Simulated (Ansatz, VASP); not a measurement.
# ZrPt2Cl3 in VASP and in Ansatz

```
Zr Pt Cl
1.0
     4.70993    0.00000    0.00000
    -2.35497    4.07892    0.00000
     0.00000    0.00000    5.76846
Zr Pt Cl
1 2 3
Direct
  0.00000 0.00000 0.00000
  0.66667 0.33333 0.33333
  0.33333 0.66667 0.66667
  0.66667 0.33333 0.83333
  0.33333 0.66667 0.16667
  0.00000 0.00000 0.50000
```

Alike in both runs: task relaxation of cell and atoms; functional PBE; k mesh 6 × 6 × 4; occupations gaussian, width 0.1 eV; no spin polarisation.

|  | VASP | Ansatz |
| --- | --- | --- |
| version | VASP 6.6.1 | Ansatz 0.2.0 |
| potentials or method | VASP PAW PBE potentials, release 64 (Zr_sv, Pt, Cl), cutoff 600 eV | scalar-relativistic, plane waves, PAW |
| valence electrons in the cell | 53 | 69 |

```csv
,VASP,Ansatz,Ansatz less VASP
"gap on the k mesh at the Fermi level, each at its own relaxed structure (eV)",none,none,-
relaxed volume (Å³/atom),19.40,19.38,-0.017
relaxed length of the cell vector where the two differ most in proportion (Å),4.826,4.821,-0.0046
```

A gap of «none» marks a metal or a gap that the smearing closes. VASP's potentials hold 53 valence electrons a cell and Ansatz's 69, so a difference there can come from the potentials and not from the codes.

Neither program's run includes spin-orbit coupling.
